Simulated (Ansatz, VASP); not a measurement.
Si2B in VASP and in Ansatz

```
Si B
1.0
     4.53950    0.00000    0.00000
     0.00000    4.53950    0.00000
     0.00000    0.00000    4.53950
Si B
4 2
Direct
  0.25000 0.25000 0.25000
  0.25000 0.75000 0.75000
  0.75000 0.75000 0.25000
  0.75000 0.25000 0.75000
  0.00000 0.00000 0.00000
  0.50000 0.50000 0.50000
```

Alike in both runs: functional r2SCAN; k mesh 4 × 4 × 4; occupations gaussian, width 0.1 eV; no spin polarisation.

Ansatz relaxed the structure, and its values are those at the end. VASP's run is a single point on that final structure, the one shown.

|  | VASP | Ansatz |
| --- | --- | --- |
| version | VASP 6.6.1 | Ansatz 0.2.0 |
| potentials or method | VASP PAW PBE potentials, release 64 (Si, B), cutoff 520 eV | scalar-relativistic, plane waves, PAW |
| valence electrons in the cell | 22 | 22 |

Ansatz gave:

```
gap on the k mesh at the Fermi level (eV) : none
pressure (GPa)                            : 0.0
```

Problem. Estimate VASP's values.

Solution. gap on the k mesh at the Fermi level (eV): none; pressure (GPa): -0.1.

VASP's potentials were made for PBE, not for r2SCAN. A gap of «none» marks a metal or a gap that the smearing closes. The functional is the same, so the differences come from potentials, cutoffs and numerics.
